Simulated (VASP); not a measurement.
Fe:

```
Fe
1.0
     0.00000    1.81950    1.81950
     1.81950    0.00000    1.81950
     3.63900    3.63900    0.00000
Fe
2
Direct
  0.00000 0.00000 0.00000
  0.00000 0.00000 0.50000
```

Base run:

* Program: VASP 6.6.1
* Functional: PBE
* Potentials or basis: VASP PAW PBE potentials, release 64 (Fe)
* Cutoff: 520 eV
* k mesh: 12 × 12 × 6
* Occupations: fermi-dirac, width 0.05 eV
* Spin: collinear spin, ferromagnetic start
* Starting moments: [4.0, 4.0] μB

Its results: pressure -0.9 GPa.

The run is repeated on the same cell with these changes: spin from collinear spin, ferromagnetic start to no spin polarisation; further incar settings from ALGO = Normal; EDIFF = 1e-06; NBANDS = 19 to ALGO = Normal; EDIFF = 1e-06; NBANDS = 15. What comes out?

Pressure -31.7 GPa.
